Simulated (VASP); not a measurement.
# O2 in VASP: single point with PBEsol

Aim: the single point of O2 with PBEsol.

Everything below comes from runs of VASP 6.6.1. Logs are shortened: lines on timing, memory, paths and dates and some standing lists are left out, and cuts for length are marked.

### Step 1. The cell of the first run

The cell holds a molecule in a box, 2 atoms: a = 9.000 Å, b = 9.500 Å, c = 10.000 Å, α = 90.00°, β = 90.00°, γ = 90.00°.

### Step 2. Single point, PBEsol, collinear spin, ferromagnetic start

The input, INCAR:

```
SYSTEM = O
PREC = Accurate
ENCUT = 1000
EDIFF = 1E-6
ISMEAR = 0
SIGMA = 0.05
LREAL = .FALSE.
LASPH = .TRUE.
NELM = 200
ALGO = Normal
ISIF = 2
LWAVE = .FALSE.
LCHARG = .FALSE.
ISPIN = 2
MAGMOM = 1 1
LORBIT = 11
GGA = PS
NBANDS = 17
GGA_COMPAT = .FALSE.
NELMDL = -8
```

The input, KPOINTS:

```
regular mesh
0
G
  1 1 1
  0 0 0
```

The input, POSCAR:

```
O
1.0
    9.0000000000      0.0000000000      0.0000000000
    0.0000000000      9.5000000000      0.0000000000
    0.0000000000      0.0000000000     10.0000000000
O
2
Direct
    0.5000000000      0.5000000000      0.4395141324
    0.5000000000      0.5000000000      0.5604858676
```

Potentials or basis: VASP PAW PBE potentials, release 64 (O_h).

Launch:

```
cat potpaw_PBE.64/O_h/POTCAR > POTCAR
mpirun -np 1 vasp_gam > vasp.out
```

OUTCAR:

```text
SYSTEM = O
   PREC = Accurate
   ENCUT = 1000
   EDIFF = 1E-6
   ISMEAR = 0
   LREAL = .FALSE.
   LASPH = .TRUE.
   NELM = 200
   ISIF = 2
   ISPIN = 2
   LORBIT = 11
   GGA = PS
   NELMDL = -8

 ion  position               nearest neighbor table
   1  0.500  0.500  0.440-   2 1.21
   2  0.500  0.500  0.560-   1 1.21

  LATTYP: Found a simple orthorhombic cell.
 ALAT       =     9.0000000000
 B/A-ratio  =     1.0555555556
 C/A-ratio  =     1.1111111111

  Lattice vectors:

 A1 = (   9.0000000000,   0.0000000000,   0.0000000000)
 A2 = (   0.0000000000,   9.5000000000,   0.0000000000)
 A3 = (   0.0000000000,   0.0000000000,  10.0000000000)

Analysis of symmetry for initial positions (statically):
=====================================================================
 Subroutine PRICEL returns:
 Original cell was already a primitive cell.

 Routine SETGRP: Setting up the symmetry group for a
 simple orthorhombic supercell.

 Subroutine GETGRP returns: Found  8 space group operations
 (whereof  8 operations were pure point group operations)
 out of a pool of  8 trial point group operations.

The static configuration has the point symmetry D_2h.

Analysis of symmetry for dynamics (positions and initial velocities):
=====================================================================
 Subroutine PRICEL returns:
 Original cell was already a primitive cell.

 Routine SETGRP: Setting up the symmetry group for a
 simple orthorhombic supercell.

 Subroutine GETGRP returns: Found  8 space group operations
 (whereof  8 operations were pure point group operations)
 out of a pool of  8 trial point group operations.

The dynamic configuration has the point symmetry D_2h.

Analysis of structural, dynamic, and magnetic symmetry:
=====================================================================
 Subroutine PRICEL returns:
 Original cell was already a primitive cell.

 Routine SETGRP: Setting up the symmetry group for a
 simple orthorhombic supercell.

 Subroutine GETGRP returns: Found  8 space group operations
 (whereof  8 operations were pure point group operations)
 out of a pool of  8 trial point group operations.

The overall configuration has the point symmetry D_2h.

 Subroutine INISYM returns: Found  8 space group operations
 (whereof  8 operations are pure point group operations),
 and found     1 'primitive' translations

----------------------------------------------------------------------------------------

                                     Primitive cell

  volume of cell :     855.0000

  direct lattice vectors                    reciprocal lattice vectors
     9.000000000  0.000000000  0.000000000     0.111111111  0.000000000  0.000000000
     0.000000000  9.500000000  0.000000000     0.000000000  0.105263158  0.000000000
     0.000000000  0.000000000 10.000000000     0.000000000  0.000000000  0.100000000

  length of vectors
     9.000000000  9.500000000 10.000000000     0.111111111  0.105263158  0.100000000

  position of ions in fractional coordinates (direct lattice)
     0.500000000  0.500000000  0.439514132
     0.500000000  0.500000000  0.560485868

  ion indices of the primitive-cell ions
   primitive index   ion index
                 1           1
                 2           2

----------------------------------------------------------------------------------------

 KPOINTS: regular mesh

Automatic generation of k-mesh.
 Grid dimensions read from file:
 generate k-points for:    1    1    1

 Generating k-lattice:

  Cartesian coordinates                     Fractional coordinates (reciprocal lattice)
     0.111111111  0.000000000  0.000000000     1.000000000  0.000000000  0.000000000
     0.000000000  0.105263158  0.000000000     0.000000000  1.000000000  0.000000000
     0.000000000  0.000000000  0.100000000     0.000000000  0.000000000  1.000000000

  Length of vectors
     0.111111111  0.105263158  0.100000000

  Shift w.r.t. Gamma in fractional coordinates (k-lattice)
     0.000000000  0.000000000  0.000000000

 Subroutine IBZKPT returns following result:
 ===========================================

 Found      1 irreducible k-points:

 Following reciprocal coordinates:
            Coordinates               Weight
  0.000000  0.000000  0.000000      1.000000
   k-points           NKPTS =      1   k-points in BZ     NKDIM =      1   number of bands    NBANDS=     17
   number of dos      NEDOS =    301   number of ions     NIONS =      2
   total plane-waves  NPLWV = ******
   dimension x,y,z NGX =    96 NGY =   98 NGZ =  108
   dimension x,y,z NGXF=   192 NGYF=  196 NGZF=  216
   ions per type =               2
   NGX,Y,Z   is equivalent  to a cutoff of  17.73, 17.15, 17.95 a.u.
   NGXF,Y,Z  is equivalent  to a cutoff of  35.47, 34.30, 35.91 a.u.
 SYSTEM =  O
   PREC   = accura    normal or accurate (medium, high low for compatibility)
   ISTART =      0    job   : 0-new  1-cont  2-samecut
   ICHARG =      2    charge: 1-file 2-atom 10-const
   ISPIN  =      2    spin polarized calculation?
   LNONCOLLINEAR =      F non collinear calculations
   LSORBIT =      F    spin-orbit coupling
   LASPH  =      T    aspherical Exc in radial PAW
   ENCUT  = 1000.0 eV  73.50 Ry    8.57 a.u.  23.21 24.50 25.78*2*pi/ulx,y,z
   NELM   =    200;   NELMIN=  2; NELMDL= -8     # of ELM steps
   EDIFF  = 0.1E-05   stopping-criterion for ELM
   LREAL  =      F    real-space projection
   EDIFFG = 0.1E-04   stopping-criterion for IOM
   NSW    =      0    number of steps for IOM
   IBRION =     -1    ionic relax: 0-MD 1-quasi-New 2-CG
   NFREE  =      0    steps in history (QN), initial steepest desc. (CG)
   ISIF   =      2    stress and relaxation
   ISYM   =      2    0-nonsym 1-usesym 2-fastsym
   POTIM  = 0.5000    time-step for ionic-motion
   TEBEG  =    0.0;   TEEND  =   0.0 temperature during run
   PSTRESS=    0.0 pullay stress
   NELECT =      12.0000    total number of electrons
   NUPDOWN=      -1.0000    fix difference up-down
   EMIN   =  10.00;   EMAX   =-10.00  energy-range for DOS
   EFERMI =   0.00;   METHOD = LEGACY
   ISMEAR =     0;   SIGMA  =   0.05  broadening in eV -4-tet -1-fermi 0-gaus
   EFERMI_NEDOS =   21; number of points for ismear=-14 and -15
   IALGO  =     38    algorithm
   IMIX   =      4    mixing-type and parameters
     AMIX     =   0.40;   BMIX     =  1.00
     AMIX_MAG =   1.60;   BMIX_MAG =  1.00
  volume/ion in A,a.u.               =     427.50      2884.91
  Fermi-wavevector in a.u.,A,eV,Ry     =   0.394893  0.746240  2.121703  0.155941
  Thomas-Fermi vector in A             =   1.339966
   LORBIT       =     11    0 simple, 1 ext, 2 COOP (PROOUT), +10 PAW based schemes
   GGA     = PS    functional components
   LHFCALC =     F    Hartree Fock is set to
   AEXX    =    0.0000 exact exchange contribution
   IVDW    =     0    specifies the selected vdW correction
   LEPSILON=     F    determine dielectric tensor
   LRPA    =     F    only Hartree local field effects (RPA)
 spin polarized calculation
 Gauss-broadening in eV      SIGMA  =   0.05
  energy-cutoff  :     1000.00
  volume of cell :      855.00
 maximum number of plane-waves:     30729
 NGX is ok and might be reduce to    96
   NGX = 47   NGY = 49   NGZ = 51

 number of electron      11.9999996 magnetization       1.9999996

 Free energy of the ion-electron system (eV)
  ---------------------------------------------------
  ext. energy  EPLUGINS =         0.00000000
  ---------------------------------------------------
  free energy    TOTEN  =       -10.45278613 eV

  energy without entropy =      -10.45278613  energy(sigma->0) =      -10.45278613

 E-fermi :  -6.3232     XC(G=0):  -0.6185

 val. band max:       -6.5798277879   @ k =   0.0000   0.0000   0.0000
 cond. band min:      -4.3085938649   @ k =   0.0000   0.0000   0.0000
 fundamental gap:      2.2712339230
 Fermi energy:        -6.3232329216

 spin component 1

 k-point     1 :       0.0000    0.0000    0.0000
  band No.  band energies     occupation
      1     -32.7038      1.00000
      2     -20.2298      1.00000
      3     -13.3829      1.00000
      4     -13.3347      1.00000
      5     -13.3346      1.00000
      6      -6.5799      1.00000
      7      -6.5798      1.00000
      8      -0.2479      0.00000
      9       0.9815      0.00000
     10       1.3069      0.00000
     11       1.3075      0.00000
     12       1.4686      0.00000
     13       1.5671      0.00000
     14       1.7497      0.00000
     15       2.5536      0.00000
     16       2.8248      0.00000
     17       2.9162      0.00000
 Fermi energy:        -6.3232329216

 spin component 2

 k-point     1 :       0.0000    0.0000    0.0000
  band No.  band energies     occupation
      1     -31.4721      1.00000
      2     -18.4467      1.00000
      3     -12.3596      1.00000
      4     -11.4959      1.00000
      5     -11.4958      1.00000
      6      -4.3086      0.00000
      7      -4.3085      0.00000
      8      -0.1381      0.00000
      9       1.1974      0.00000
     10       1.3663      0.00000
     11       1.4380      0.00000
     12       1.6094      0.00000
     13       1.6322      0.00000
     14       1.8209      0.00000
     15       2.7724      0.00000
     16       2.9938      0.00000
     17       3.0039      0.00000

------------------------ aborting loop because EDIFF is reached ----------------------------------------

  FORCE on cell =-STRESS in cart. coord.  units (eV):
  Direction    XX          YY          ZZ          XY          YZ          ZX
  --------------------------------------------------------------------------------------
  -------------------------------------------------------------------------------------
  Total       -0.0094832     -0.0077622      0.2661152      0.0000000      0.0000000      0.0000000
  in kB       -0.0177704     -0.0145454      0.4986711      0.0000000      0.0000000      0.0000000
  external PRESSURE =       0.1554517 kB  Pullay stress =       0.0000000 kB

 VOLUME and BASIS-vectors are now :
 -----------------------------------------------------------------------------
  energy-cutoff  :     1000.00
  volume of cell :      855.00
      direct lattice vectors                 reciprocal lattice vectors
     9.000000000  0.000000000  0.000000000     0.111111111  0.000000000  0.000000000
     0.000000000  9.500000000  0.000000000     0.000000000  0.105263158  0.000000000
     0.000000000  0.000000000 10.000000000     0.000000000  0.000000000  0.100000000

 POSITION                                       TOTAL-FORCE (eV/Angst)
 -----------------------------------------------------------------------------------
      4.50000      4.75000      4.39514         0.000000      0.000000     -0.227010
      4.50000      4.75000      5.60486         0.000000      0.000000      0.227010
 -----------------------------------------------------------------------------------
    total drift:                                0.000000      0.000000      0.000000

  FREE ENERGIE OF THE ION-ELECTRON SYSTEM (eV)
  ---------------------------------------------------
  free  energy   TOTEN  =       -10.4527861339 eV

  energy  without entropy=      -10.4527861339  energy(sigma->0) =      -10.45278613

 total charge

# of ion       s       p       d       tot
------------------------------------------
    1        1.082   2.220   0.000   3.302
    2        1.082   2.220   0.000   3.302
--------------------------------------------------
tot          2.165   4.439   0.000   6.604

 magnetization (x)

# of ion       s       p       d       tot
------------------------------------------
    1        0.013   0.606   0.000   0.619
    2        0.013   0.606   0.000   0.619
--------------------------------------------------
tot          0.026   1.213   0.000   1.239
```

Run time: 3 min. Hardware: 1 thread of Intel Xeon 6975P-C (Granite Rapids), shared host; peak memory 2.2 GiB.

What came out:

```
Free energy                                           : -10.4528 eV
Largest force                                         : 0.227 eV/Å
Gap between the frontier levels                       : 2.27 eV
Net moment                                            : 2.00 μB per cell
Site moments                                          : O +0.62 μB
Valence electrons inside the program's atomic spheres : O 3.30
```

Forces in eV/Å, atoms in the order of the input:
```
O    0.000  0.000 -0.227
O    0.000  0.000  0.227
```

Levels at points of the mesh, in eV from the valence-band top:
Spin up:
```csv
k point,band 5,band 6,band 7,band 8,band 9,band 10
"(0.00, 0.00, 0.00)",-6.75,0.00,0.00,6.33,7.56,7.89
```
Spin down:
```
           k point  band 3  band 4  band 5  band 6  band 7  band 8
(0.00, 0.00, 0.00)   -5.78   -4.92   -4.92    2.27    2.27    6.44
```

Caveat: the PAW data sets were made with another functional, which shifts forces and pressure a little.
